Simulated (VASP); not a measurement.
# HoGe4Bi (Cmmm) in VASP: single point with PBE

Aim: the single point of HoGe4Bi with PBE.

All numbers are computed with VASP 6.6.1; they aren't measurements. Logs are shortened: lines on timing, memory, paths and dates and some standing lists are left out, and cuts for length are marked.

**1. The cell of the first run**

It takes space group Cmmm (No. 65, orthorhombic). Conventional cell: a = 4.968 Å, b = 10.375 Å, c = 5.142 Å, α = 90.00°, β = 90.00°, γ = 90.00°. Ho (site symmetry mmm) has 10 Ge at 3.08 to 3.25 Å and 4 Bi at 3.58 Å within 4.1 Å. Within 3.6 Å of Ge (site symmetry m2m) lie 8 Ge at 2.67 to 3.58 Å and 3 Ho at 3.08 to 3.25 Å and 2 Bi at 3.32 Å. Ge (site symmetry m2m) has 9 Ge at 2.82 to 3.85 Å and 3 Bi at 3.14 to 3.27 Å and 2 Ho at 3.21 Å within 3.9 Å. Bi (site symmetry mmm) has 10 Ge at 3.14 to 3.32 Å and 4 Ho at 3.58 Å within 4.1 Å.

The cell was built from a structure type or drawn by symmetry, and may not be a known phase.

**2. Single point, PBE**

INCAR

```
SYSTEM = HoGe4Bi
PREC     = Accurate       ! precision mode
ENCUT    = 500            ! plane-wave cutoff, eV
EDIFF    = 1E-6           ! SCF threshold, eV
ISMEAR   = 0              ! smearing method
SIGMA    = 0.1            ! smearing width, eV
LREAL    = .False.        ! projectors in reciprocal space
LASPH    = .True.         ! aspherical terms in the spheres
NELM     = 200            ! most SCF steps
ALGO     = Normal         ! electronic algorithm
ISIF     = 2              ! what is computed and relaxed
LWAVE    = .False.        ! write WAVECAR
LCHARG   = .False.        ! write CHGCAR
GGA      = PE             ! functional
NBANDS   = 49             ! bands
GGA_COMPAT= .False.      
LMAXMIX  = 6              ! l up to which the mixer works
```

KPOINTS

```
Automatic mesh
0
Gamma
  8 8 8
  0 0 0
```

POSCAR

```
HoGe4Bi
1.0
    2.4840872822     -5.1875929429      0.0000000000
    2.4840872822      5.1875929429      0.0000000000
    0.0000000000      0.0000000000      5.1421784788
Ho Ge Bi
1 4 1
Direct
    0.0000000000      0.0000000000      0.0000000000
    0.7026700153      0.2973299847      0.0000000000
    0.1853053208      0.8146946792      0.5000000000
    0.8146946792      0.1853053208      0.5000000000
    0.2973299847      0.7026700153      0.0000000000
    0.5000000000      0.5000000000      0.5000000000
```

Potentials or basis: VASP PAW PBE potentials, release 64 (Ho_3, Ge_d, Bi_d), 4f in core.

Launch:

```sh
cat potpaw_PBE.64/Ho_3/POTCAR potpaw_PBE.64/Ge_d/POTCAR potpaw_PBE.64/Bi_d/POTCAR > POTCAR
mpirun -np 1 vasp_std > vasp.out
```

OUTCAR:

```text
SYSTEM = HoGe4Bi
   PREC = Accurate
   ENCUT = 500
   EDIFF = 1E-6
   ISMEAR = 0
   LREAL = .False.
   LASPH = .True.
   NELM = 200
   ISIF = 2
   GGA = PE

 ion  position               nearest neighbor table
   1  0.000  0.000  0.000-   2 3.08   5 3.08   4 3.21   3 3.21   3 3.21   4 3.21   2 3.25   5 3.25
                             2 3.25   5 3.25   6 3.58   6 3.58   6 3.58   6 3.58
   2  0.703  0.297  0.000-   5 2.67   5 2.67   4 2.82   4 2.82   1 3.08   1 3.25   1 3.25   6 3.32
                             6 3.32
   3  0.185  0.815  0.500-   5 2.82   5 2.82   4 2.82   4 2.82   6 3.14   6 3.14   1 3.21   1 3.21
                             6 3.27
   4  0.815  0.185  0.500-   2 2.82   2 2.82   3 2.82   3 2.82   6 3.14   6 3.14   1 3.21   1 3.21
                             6 3.27
   5  0.297  0.703  0.000-   2 2.67   2 2.67   3 2.82   3 2.82   1 3.08   1 3.25   1 3.25   6 3.32
                             6 3.32
   6  0.500  0.500  0.500-   3 3.14   4 3.14   3 3.14   4 3.14   3 3.27   4 3.27   2 3.32   5 3.32
                             2 3.32   5 3.32   1 3.58   1 3.58   1 3.58   1 3.58

  LATTYP: Found a base centered orthorhombic cell.
 ALAT       =     4.9681745644
 B/A-ratio  =     2.0883295769
 C/A-ratio  =     1.0350237119

  Lattice vectors:

 A1 = (   2.4840872822,  -5.1875929429,   0.0000000000)
 A2 = (   2.4840872822,   5.1875929429,   0.0000000000)
 A3 = (   0.0000000000,   0.0000000000,   5.1421784788)

Analysis of symmetry for initial positions (statically):
=====================================================================
 Subroutine PRICEL returns:
 Original cell was already a primitive cell.

 Routine SETGRP: Setting up the symmetry group for a
 base centered orthorhombic supercell.

 Subroutine GETGRP returns: Found  8 space group operations
 (whereof  8 operations were pure point group operations)
 out of a pool of  8 trial point group operations.

The static configuration has the point symmetry D_2h.

Analysis of symmetry for dynamics (positions and initial velocities):
=====================================================================
 Subroutine PRICEL returns:
 Original cell was already a primitive cell.

 Routine SETGRP: Setting up the symmetry group for a
 base centered orthorhombic supercell.

 Subroutine GETGRP returns: Found  8 space group operations
 (whereof  8 operations were pure point group operations)
 out of a pool of  8 trial point group operations.

The dynamic configuration has the point symmetry D_2h.

 Subroutine INISYM returns: Found  8 space group operations
 (whereof  8 operations are pure point group operations),
 and found     1 'primitive' translations

[... 108 lines left out ...]
   ISIF   =      2    stress and relaxation
   ISYM   =      2    0-nonsym 1-usesym 2-fastsym
   POTIM  = 0.5000    time-step for ionic-motion
   TEBEG  =    0.0;   TEEND  =   0.0 temperature during run
   PSTRESS=    0.0 pullay stress
   NELECT =      80.0000    total number of electrons
   NUPDOWN=      -1.0000    fix difference up-down
   EMIN   =  10.00;   EMAX   =-10.00  energy-range for DOS
   EFERMI =   0.00;   METHOD = LEGACY
   ISMEAR =     0;   SIGMA  =   0.10  broadening in eV -4-tet -1-fermi 0-gaus
   EFERMI_NEDOS =   21; number of points for ismear=-14 and -15
   IALGO  =     38    algorithm
   IMIX   =      4    mixing-type and parameters
     AMIX     =   0.40;   BMIX     =  1.00
     AMIX_MAG =   1.60;   BMIX_MAG =  1.00
  volume/ion in A,a.u.               =      22.09       149.06
  Fermi-wavevector in a.u.,A,eV,Ry     =   1.383571  2.614571 26.045217  1.914269
  Thomas-Fermi vector in A             =   2.508157
   LORBIT       =      0    0 simple, 1 ext, 2 COOP (PROOUT), +10 PAW based schemes
   GGA     = PE    functional components
   LHFCALC =     F    Hartree Fock is set to
   AEXX    =    0.0000 exact exchange contribution
   IVDW    =     0    specifies the selected vdW correction
   LEPSILON=     F    determine dielectric tensor
   LRPA    =     F    only Hartree local field effects (RPA)
 non-spin polarized calculation
 Gauss-broadening in eV      SIGMA  =   0.10
  energy-cutoff  :      500.00
  volume of cell :      132.53
 maximum number of plane-waves:      3393
 NGX is ok and might be reduce to    42
   NGX = 21   NGY = 21   NGZ = 19

 number of electron      80.0000032 magnetization

 Free energy of the ion-electron system (eV)
  ---------------------------------------------------
  ext. energy  EPLUGINS =         0.00000000
  ---------------------------------------------------
  free energy    TOTEN  =       -26.98525349 eV

  energy without entropy =      -26.97690603  energy(sigma->0) =      -26.98107976

 E-fermi :   6.6013     XC(G=0): -10.9161

 val. band max:        6.5930057448   @ k =   0.2500   0.0000   0.1250
 cond. band min:       6.6038743490   @ k =  -0.3750   0.3750   0.5000
 fundamental gap:      0.0108686042
 Fermi energy:         6.6012525166

 k-point     1 :       0.0000    0.0000    0.0000
  band No.  band energies     occupation
      1     -18.1839      2.00000
      2     -18.0998      2.00000
      3     -18.0979      2.00000
      4     -18.0753      2.00000
      5     -18.0379      2.00000
      6     -17.9854      2.00000
[... 1237 lines left out ...]
     48      10.2632      0.00000
     49      10.6749      0.00000

 [... further k-points ...]

------------------------ aborting loop because EDIFF is reached ----------------------------------------

  FORCE on cell =-STRESS in cart. coord.  units (eV):
  Direction    XX          YY          ZZ          XY          YZ          ZX
  --------------------------------------------------------------------------------------
  -------------------------------------------------------------------------------------
  Total        0.1801177      0.3164129      0.2043648      0.0000000      0.0000000      0.0000000
  in kB        2.1774943      3.8252067      2.4706244      0.0000000      0.0000000      0.0000000
  external PRESSURE =       2.8244418 kB  Pullay stress =       0.0000000 kB

 VOLUME and BASIS-vectors are now :
 -----------------------------------------------------------------------------
  energy-cutoff  :      500.00
  volume of cell :      132.53
      direct lattice vectors                 reciprocal lattice vectors
     2.484087282 -5.187592943  0.000000000     0.201281172 -0.096383815  0.000000000
     2.484087282  5.187592943  0.000000000     0.201281172  0.096383815  0.000000000
     0.000000000  0.000000000  5.142178479     0.000000000  0.000000000  0.194470107

 POSITION                                       TOTAL-FORCE (eV/Angst)
 -----------------------------------------------------------------------------------
      0.00000      0.00000      0.00000         0.000000      0.000000      0.000000
      2.48409     -2.10274      0.00000         0.000000     -0.001015      0.000000
      2.48409      3.26502      2.57109         0.000000     -0.017206      0.000000
      2.48409     -3.26502      2.57109         0.000000      0.017206      0.000000
      2.48409      2.10274      0.00000         0.000000      0.001015     -0.000000
      2.48409      0.00000      2.57109         0.000000      0.000000      0.000000
 -----------------------------------------------------------------------------------
    total drift:                               -0.000000     -0.000000     -0.000000

  FREE ENERGIE OF THE ION-ELECTRON SYSTEM (eV)
  ---------------------------------------------------
  free  energy   TOTEN  =       -26.9852534939 eV

  energy  without entropy=      -26.9769060294  energy(sigma->0) =      -26.98107976
```

stdout:

```text
POSCAR found type information on POSCAR HoGeBi
 POSCAR found :  3 types and       6 ions
 scaLAPACK will be used
 LDA part: xc-table for (Slater+PW92), standard interpolation
 POSCAR, INCAR and KPOINTS ok, starting setup
 FFT: planning ... GRIDC
 FFT: planning ... GRID_SOFT
 FFT: planning ... GRID
 WAVECAR not read
 entering main loop
```

Run time: 9.4 min. Hardware: 1 thread of Intel Xeon Platinum 8488C (Sapphire Rapids), shared host; peak memory 0.65 GiB.

Results:

| Item | Value |
| --- | --- |
| Free energy | -26.9853 eV |
| Pressure | 0.3 GPa |
| Largest force | 0.017 eV/Å |
| Band gap on the k mesh | zero (bands 40 and 41 overlap by 2.74 eV) |

Forces in eV/Å, atoms in the order of the input:
```
Ho   0.000  0.000  0.000
Ge   0.000 -0.001  0.000
Ge   0.000 -0.017  0.000
Ge   0.000  0.017  0.000
Ge   0.000  0.001  0.000
Bi   0.000  0.000  0.000
```

Levels at points of the mesh, in eV from the Fermi level:
```
           k point  band 36  band 37  band 38  band 39  band 40  band 41  band 42  band 43  band 44  band 45
(0.00, 0.00, 0.00)    -2.37    -2.23    -1.21    -1.15    -1.08    -0.77    -0.02     0.14     0.84     1.38
(0.50, 0.00, 0.00)    -2.97    -2.33    -1.68    -1.41    -0.48    -0.30     1.57     2.23     2.25     2.41
(0.50, 0.50, 0.00)    -2.34    -2.15    -1.57    -0.67    -0.34     0.08     0.39     0.92     1.10     1.35
(0.00, 0.00, 0.50)    -3.68    -2.74    -2.62    -2.22    -1.75    -1.01     1.38     2.38     2.90     3.03
(0.50, 0.00, 0.50)    -3.14    -1.32    -0.34     0.31     0.84     0.88     1.50     2.21     2.36     2.48
(0.50, 0.50, 0.50)    -3.30    -0.41    -0.12     0.19     0.29     0.48     0.50     0.55     1.17     1.19
```

Caveat: spin-orbit coupling is left out, which moves the levels of the heavy elements; the 4f electrons are frozen in the core, so they carry no moment and show no levels. Spin polarisation is off, so any magnetic state and its effect on volume and gap are missing.
